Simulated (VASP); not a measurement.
# C (P4/mmm) in VASP: further runs

The runs below take C through single point, relaxation of cell and atoms, with PBE.

All numbers are computed with VASP 6.6.1; they aren't measurements. Logs are shortened: lines on timing, memory, paths and dates and some standing lists are left out, and cuts for length are marked.

### Step 1. The cell of the first run

The structure is tetragonal, space group P4/mmm (No. 123). Conventional cell: a = 3.445 Å, b = 3.445 Å, c = 4.437 Å, α = 90.00°, β = 90.00°, γ = 90.00°. C (site symmetry m2m) has 3 C at 1.37 to 1.47 Å within 1.8 Å.

### Step 2. Single point, PBE

INCAR reads:

```
SYSTEM = C
  ALGO = Normal
  EDIFF = 1E-6
  ENCUT = 520
  GGA = PE
  ISIF = 2
  ISMEAR = 0
  LASPH = .True.
  LCHARG = .True.
  LELF = .True.
  LREAL = .False.
  LVHAR = .True.
  LWAVE = .False.
  NBANDS = 16
  NELM = 100
  PREC = Accurate
  SIGMA = 0.1
```

KPOINTS reads:

```
k-points
0
Gamma
  14 14 10
  0 0 0
```

POSCAR reads:

```
C
1.0
    3.4446158852      0.0000000000      0.0000000000
    0.0000000000      3.4446158852      0.0000000000
    0.0000000000      0.0000000000      4.4370220450
C
4
Direct
    0.1990914680      0.5000000000      0.0000000000
    0.8009085320      0.5000000000      0.0000000000
    0.5000000000      0.1990914680      0.0000000000
    0.5000000000      0.8009085320      0.0000000000
```

Potentials or basis: VASP PAW PBE potentials, release 64 (C).

Started as:

```
$ cat potpaw_PBE.64/C/POTCAR > POTCAR
$ mpirun -np 1 vasp_std > vasp.out
```

OUTCAR:

```text
SYSTEM = C
   EDIFF = 1E-6
   ENCUT = 520
   GGA = PE
   ISIF = 2
   ISMEAR = 0
   LASPH = .True.
   LREAL = .False.
   NELM = 100
   PREC = Accurate

 ion  position               nearest neighbor table
   1  0.199  0.500  0.000-   2 1.37   3 1.47   4 1.47
   2  0.801  0.500  0.000-   1 1.37   3 1.47   4 1.47
   3  0.500  0.199  0.000-   4 1.37   2 1.47   1 1.47
   4  0.500  0.801  0.000-   3 1.37   2 1.47   1 1.47

  LATTYP: Found a simple tetragonal cell.
 ALAT       =     3.4446158852
 C/A-ratio  =     1.2881035775

  Lattice vectors:

 A1 = (   3.4446158852,   0.0000000000,   0.0000000000)
 A2 = (   0.0000000000,   3.4446158852,   0.0000000000)
 A3 = (   0.0000000000,   0.0000000000,   4.4370220450)

Analysis of symmetry for initial positions (statically):
=====================================================================
 Subroutine PRICEL returns:
 Original cell was already a primitive cell.

 Routine SETGRP: Setting up the symmetry group for a
 simple tetragonal supercell.

 Subroutine GETGRP returns: Found 16 space group operations
 (whereof 16 operations were pure point group operations)
 out of a pool of 16 trial point group operations.

The static configuration has the point symmetry D_4h.

Analysis of symmetry for dynamics (positions and initial velocities):
=====================================================================
 Subroutine PRICEL returns:
 Original cell was already a primitive cell.

 Routine SETGRP: Setting up the symmetry group for a
 simple tetragonal supercell.

 Subroutine GETGRP returns: Found 16 space group operations
 (whereof 16 operations were pure point group operations)
 out of a pool of 16 trial point group operations.

The dynamic configuration has the point symmetry D_4h.

 Subroutine INISYM returns: Found 16 space group operations
 (whereof 16 operations are pure point group operations),
 and found     1 'primitive' translations

----------------------------------------------------------------------------------------

                                     Primitive cell

  volume of cell :      52.6469
[... 89 lines left out ...]
   LSORBIT =      F    spin-orbit coupling
   LASPH  =      T    aspherical Exc in radial PAW
   ENCUT  =  520.0 eV  38.22 Ry    6.18 a.u.   6.40  6.40  8.25*2*pi/ulx,y,z
   NELM   =    100;   NELMIN=  2; NELMDL= -5     # of ELM steps
   EDIFF  = 0.1E-05   stopping-criterion for ELM
   LREAL  =      F    real-space projection
   EDIFFG = 0.1E-04   stopping-criterion for IOM
   NSW    =      0    number of steps for IOM
   IBRION =     -1    ionic relax: 0-MD 1-quasi-New 2-CG
   NFREE  =      0    steps in history (QN), initial steepest desc. (CG)
   ISIF   =      2    stress and relaxation
   ISYM   =      2    0-nonsym 1-usesym 2-fastsym
   POTIM  = 0.5000    time-step for ionic-motion
   TEBEG  =    0.0;   TEEND  =   0.0 temperature during run
   PSTRESS=    0.0 pullay stress
   NELECT =      16.0000    total number of electrons
   NUPDOWN=      -1.0000    fix difference up-down
   EMIN   =  10.00;   EMAX   =-10.00  energy-range for DOS
   EFERMI =   0.00;   METHOD = LEGACY
   ISMEAR =     0;   SIGMA  =   0.10  broadening in eV -4-tet -1-fermi 0-gaus
   EFERMI_NEDOS =   21; number of points for ismear=-14 and -15
   IALGO  =     38    algorithm
   IMIX   =      4    mixing-type and parameters
     AMIX     =   0.40;   BMIX     =  1.00
     AMIX_MAG =   1.60;   BMIX_MAG =  1.00
  volume/ion in A,a.u.               =      13.16        88.82
  Fermi-wavevector in a.u.,A,eV,Ry     =   1.100670  2.079965 16.483108  1.211474
  Thomas-Fermi vector in A             =   2.237085
   LORBIT       =      0    0 simple, 1 ext, 2 COOP (PROOUT), +10 PAW based schemes
   GGA     = PE    functional components
   LHFCALC =     F    Hartree Fock is set to
   AEXX    =    0.0000 exact exchange contribution
   IVDW    =     0    specifies the selected vdW correction
   LEPSILON=     F    determine dielectric tensor
   LRPA    =     F    only Hartree local field effects (RPA)
 non-spin polarized calculation
 Gauss-broadening in eV      SIGMA  =   0.10
  energy-cutoff  :      520.00
  volume of cell :       52.65
 maximum number of plane-waves:      1437
 NGX is ok and might be reduce to    28
   NGX = 13   NGY = 13   NGZ = 17

 number of electron      16.0000003 magnetization

 Free energy of the ion-electron system (eV)
  ---------------------------------------------------
  ext. energy  EPLUGINS =         0.00000000
  ---------------------------------------------------
  free energy    TOTEN  =       -34.86315171 eV

  energy without entropy =      -34.86274433  energy(sigma->0) =      -34.86294802

 E-fermi :   1.3566     XC(G=0):  -7.9599

 val. band max:        1.2592225867   @ k =   0.2143   0.0000   0.0000
 cond. band min:       1.4571188195   @ k =   0.1429   0.1429   0.5000
 fundamental gap:      0.1978962328
 Fermi energy:         1.3565812424

 k-point     1 :       0.0000    0.0000    0.0000
  band No.  band energies     occupation
      1     -17.6743      2.00000
      2      -9.7875      2.00000
      3      -9.2193      2.00000
      4      -7.7940      2.00000
      5      -7.7940      2.00000
      6      -5.4285      2.00000
[... 433 lines left out ...]
      3     -11.1100      2.00000
      4      -5.8144      2.00000
      5      -4.3195      2.00000
      6      -3.8649      2.00000
[... 8 lines left out ...]
     15      12.6563      0.00000
     16      13.8426      0.00000

 [... further k-points ...]

------------------------ aborting loop because EDIFF is reached ----------------------------------------

  FORCE on cell =-STRESS in cart. coord.  units (eV):
  Direction    XX          YY          ZZ          XY          YZ          ZX
  --------------------------------------------------------------------------------------
  -------------------------------------------------------------------------------------
  Total        0.1113690      0.1113690     -0.0076783      0.0000000      0.0000000     -0.0000000
  in kB        3.3892339      3.3892339     -0.2336708      0.0000000      0.0000000     -0.0000000
  external PRESSURE =       2.1815990 kB  Pullay stress =       0.0000000 kB

 VOLUME and BASIS-vectors are now :
 -----------------------------------------------------------------------------
  energy-cutoff  :      520.00
  volume of cell :       52.65
      direct lattice vectors                 reciprocal lattice vectors
     3.444615885  0.000000000  0.000000000     0.290308131  0.000000000  0.000000000
     0.000000000  3.444615885  0.000000000     0.000000000  0.290308131  0.000000000
     0.000000000  0.000000000  4.437022045     0.000000000  0.000000000  0.225376388

 POSITION                                       TOTAL-FORCE (eV/Angst)
 -----------------------------------------------------------------------------------
      0.68579      1.72231      0.00000        -0.035893     -0.000000      0.000000
      2.75882      1.72231      0.00000         0.035893     -0.000000     -0.000000
      1.72231      0.68579      0.00000         0.000000     -0.035893     -0.000000
      1.72231      2.75882      0.00000        -0.000000      0.035893      0.000000
 -----------------------------------------------------------------------------------
    total drift:                                0.000000     -0.000000     -0.000000

  FREE ENERGIE OF THE ION-ELECTRON SYSTEM (eV)
  ---------------------------------------------------
  free  energy   TOTEN  =       -34.8631517126 eV

  energy  without entropy=      -34.8627443271  energy(sigma->0) =      -34.86294802
```

Wall time 2.5 min (1 thread of Intel Xeon Platinum 8259CL at 2.50GHz (Skylake/Cascade Lake), shared host); peak memory 0.25 GiB.

Results:

```yaml
Free_energy: -34.8632 eV
Pressure: 0.2 GPa
Largest_force: 0.036 eV/Å
Band_gap_on_the_k_mesh: zero (band 8 reaches 3.20 eV, above the bottom of band 9 at -1.11 eV)
```

Forces in eV/Å, atoms in the order of the input:
```
C   -0.036  0.000  0.000
C    0.036  0.000  0.000
C    0.000 -0.036  0.000
C    0.000  0.036  0.000
```

Stress tensor (GPa, compression positive):
```
 0.34  0.00  0.00
 0.00  0.34  0.00
 0.00  0.00 -0.02
```

Caveat: this functional lacks dispersion, which binds the layers, so the pressure and a relaxed spacing across them are unreliable.

### Step 3. Relaxation of cell and atoms, PBE

INCAR reads:

```
SYSTEM = C
PREC = Accurate ; ENCUT = 600
EDIFF = 1E-6 ; ISMEAR = 0
SIGMA = 0.1 ; LREAL = .False.
LASPH = .True. ; NELM = 100
ALGO = Normal ; ISIF = 3
LWAVE = .False. ; LCHARG = .False.
GGA = PE ; IBRION = 2
NSW = 100 ; EDIFFG = -0.01
```

KPOINTS reads:

```
Automatic mesh
0
Gamma
  14 14 10
  0 0 0
```

POSCAR is that of step 2.

Potentials or basis: VASP PAW PBE potentials, release 64 (C).

Started as:

```
$ cat potpaw_PBE.64/C/POTCAR > POTCAR
$ mpirun -np 1 vasp_std > vasp.out
```

OUTCAR:

```text
SYSTEM = C
   PREC = Accurate
   ENCUT = 600
   EDIFF = 1E-6
   ISMEAR = 0
   LREAL = .False.
   LASPH = .True.
   NELM = 100
   ISIF = 3
   GGA = PE
   IBRION = 2
   NSW = 100
   EDIFFG = -0.01

 ion  position               nearest neighbor table
   1  0.199  0.500  0.000-   2 1.37   3 1.47   4 1.47
   2  0.801  0.500  0.000-   1 1.37   3 1.47   4 1.47
   3  0.500  0.199  0.000-   4 1.37   2 1.47   1 1.47
   4  0.500  0.801  0.000-   3 1.37   2 1.47   1 1.47

  LATTYP: Found a simple tetragonal cell.
 ALAT       =     3.4446158852
 C/A-ratio  =     1.2881035775

  Lattice vectors:

 A1 = (   3.4446158852,   0.0000000000,   0.0000000000)
 A2 = (   0.0000000000,   3.4446158852,   0.0000000000)
 A3 = (   0.0000000000,   0.0000000000,   4.4370220450)

Analysis of symmetry for initial positions (statically):
=====================================================================
 Subroutine PRICEL returns:
 Original cell was already a primitive cell.

 Routine SETGRP: Setting up the symmetry group for a
 simple tetragonal supercell.

 Subroutine GETGRP returns: Found 16 space group operations
 (whereof 16 operations were pure point group operations)
 out of a pool of 16 trial point group operations.

[... 359 lines left out ...]

 number of electron      16.0000003 magnetization

 Free energy of the ion-electron system (eV)
  ---------------------------------------------------
  ext. energy  EPLUGINS =         0.00000000
  ---------------------------------------------------
  free energy    TOTEN  =       -34.87422242 eV

  energy without entropy =      -34.87236230  energy(sigma->0) =      -34.87329236

 E-fermi :   1.8683     XC(G=0):  -8.4201

 val. band max:        1.8655152512   @ k =   0.2143   0.0000   0.0000
 cond. band min:       1.8768232816   @ k =   0.1429   0.1429   0.5000
 fundamental gap:      0.0113080303
 Fermi energy:         1.8682736751

 k-point     1 :       0.0000    0.0000    0.0000
  band No.  band energies     occupation
      1     -17.1762      2.00000
      2      -9.2890      2.00000
      3      -8.7153      2.00000
      4      -7.2919      2.00000
      5      -7.2919      2.00000
      6      -4.7886      2.00000
      7      -0.7531      2.00000
      8       3.7863      0.00000
      9       5.6371      0.00000
     10       5.9508      0.00000
     11       5.9508      0.00000
     12       8.6488      0.00000
[... 331 lines left out ...]
 k-point    24 :       0.3571    0.2143    0.0000
  band No.  band energies     occupation
      1     -16.1497      2.00000
      2     -12.1974      2.00000
      3     -10.6100      2.00000
      4      -5.3124      2.00000
      5      -3.8148      2.00000
      6      -3.2363      2.00000
      7      -2.5619      2.00000
      8       0.3219      2.00000
      9       3.4663      0.00000
     10       7.5248      0.00000
     11       8.7297      0.00000
     12      10.5400      0.00000

 [... further k-points ...]

------------------------ aborting loop because EDIFF is reached ----------------------------------------

  FORCE on cell =-STRESS in cart. coord.  units (eV):
  Direction    XX          YY          ZZ          XY          YZ          ZX
  --------------------------------------------------------------------------------------
  -------------------------------------------------------------------------------------
  Total       -0.0343660     -0.0343660      0.0122079      0.0000000      0.0000000      0.0000000
  in kB       -1.1333750     -1.1333750      0.4026120      0.0000000      0.0000000      0.0000000
  external PRESSURE =      -0.6213793 kB  Pullay stress =       0.0000000 kB
[... 19 lines left out ...]
  FREE ENERGIE OF THE ION-ELECTRON SYSTEM (eV)
  ---------------------------------------------------
  free  energy   TOTEN  =       -34.8742224159 eV

  energy  without entropy=      -34.8723622970  energy(sigma->0) =      -34.87329236

 reached required accuracy - stopping structural energy minimisation
```

CONTCAR:

```text
C
   1.00000000000000
     3.4447036749490545   -0.0000000000000000    0.0000000000000000
     0.0000000000000000    3.4447036749490545    0.0000000000000000
     0.0000000000000000   -0.0000000000000000    4.0941342936619254
  C
     4
Direct
     0.1990602085869629    0.5000000000000000    0.0000000000000000
     0.8009397914130371    0.5000000000000000    0.0000000000000000
     0.5000000000000000    0.1990602085869629    0.0000000000000000
     0.5000000000000000    0.8009397914130371    1.0000000000000000

  0.00000000E+00  0.00000000E+00  0.00000000E+00
  0.00000000E+00  0.00000000E+00  0.00000000E+00
  0.00000000E+00  0.00000000E+00  0.00000000E+00
  0.00000000E+00  0.00000000E+00  0.00000000E+00
```

Run time: 17 min. Hardware: 1 thread of Intel Xeon Platinum 8259CL at 2.50GHz (Skylake/Cascade Lake), shared host; peak memory 0.27 GiB.

Results:

| Property | Result |
| --- | --- |
| Free energy | -34.8742 eV |
| Relaxed volume | 12.15 Å³/atom |
| Relaxed cell | a = 3.445 Å, b = 3.445 Å, c = 4.094 Å, α = 90.00°, β = 90.00°, γ = 90.00° |
| Space group after relaxing (to 0.05 Å) | P4/mmm (No. 123) |
| Energy gained by relaxing | 0.6 meV/atom |
| Ionic steps | 22 |
| Pressure after relaxing | -0.1 GPa |
| Largest force after relaxing | 0.003 eV/Å |
| Band gap on the k mesh | zero (band 8 reaches 3.79 eV, above the bottom of band 9 at -0.70 eV) |

Forces in eV/Å, atoms in the order of the input:
```
C   -0.003  0.000  0.000
C    0.003  0.000  0.000
C    0.000 -0.003  0.000
C    0.000  0.003  0.000
```

Step by step:
| step | energy change (eV) | largest force (eV/Å) | pressure (GPa) | volume (Å³) |
| --- | --- | --- | --- | --- |
| 1 | 0.0000 | 0.0303 | -0.06 | 52.65 |
| 2 | 0.0004 | 0.1734 | -0.07 | 52.61 |
| 3 | 0.0000 | 0.0073 | -0.06 | 52.64 |
| 4 | -0.0001 | 0.0078 | -0.06 | 52.60 |
| 5 | -0.0002 | 0.0088 | -0.04 | 52.47 |
| 6 | -0.0004 | 0.0111 | 0.01 | 52.22 |
| 7 | -0.0009 | 0.0164 | 0.11 | 51.73 |
| 8 | -0.0016 | 0.0269 | 0.33 | 50.73 |
| 9 | -0.0020 | 0.0526 | 0.79 | 48.74 |
| 10 | -0.0020 | 0.0510 | 0.79 | 48.74 |
| 11 | -0.0020 | 0.0479 | 0.78 | 48.71 |
| 12 | -0.0021 | 0.0415 | 0.74 | 48.65 |
| 13 | -0.0021 | 0.0287 | 0.67 | 48.53 |
| 14 | -0.0022 | 0.0046 | 0.51 | 48.30 |
| 15 | -0.0021 | 0.0422 | 0.22 | 47.83 |
| 16 | -0.0022 | 0.0145 | 0.41 | 48.11 |
| 17 | -0.0022 | 0.0057 | 0.45 | 48.20 |
| 18 | -0.0023 | 0.0016 | 0.41 | 48.23 |
| 19 | -0.0024 | 0.0112 | 0.26 | 48.33 |
| 20 | -0.0024 | 0.0375 | 0.00 | 48.53 |
| 21 | -0.0025 | 0.0111 | -0.04 | 48.56 |
| 22 | -0.0025 | 0.0034 | -0.06 | 48.58 |

Final structure:
```yaml
crystal:
  lattice:
    - [3.44470, 0.00000, 0.00000]
    - [0.00000, 3.44470, 0.00000]
    - [0.00000, 0.00000, 4.09413]
  atoms:
    - { symbol: C, position: [0.19906, 0.50000, 0.00000] }
    - { symbol: C, position: [0.80094, 0.50000, 0.00000] }
    - { symbol: C, position: [0.50000, 0.19906, 0.00000] }
    - { symbol: C, position: [0.50000, 0.80094, 0.00000] }
```

Levels at points of the mesh, in eV from the Fermi level:
```csv
k point,band 6,band 7,band 8,band 9,band 10,band 11
"(0.00, 0.00, 0.00)",-6.66,-2.62,1.92,3.77,4.08,4.08
"(0.50, 0.00, 0.00)",-5.12,-4.94,-2.39,4.35,5.50,6.31
"(0.50, 0.50, 0.00)",-3.40,-2.56,-2.10,-2.10,7.81,7.90
"(0.00, 0.00, 0.50)",-7.26,-2.61,1.59,3.72,3.72,6.83
"(0.50, 0.00, 0.50)",-5.63,-4.93,-2.99,4.07,5.73,5.99
"(0.50, 0.50, 0.50)",-3.39,-3.03,-2.56,-2.56,7.52,7.92
```

Caveat: this functional lacks dispersion, which binds the layers, so the pressure and a relaxed spacing across them are unreliable.
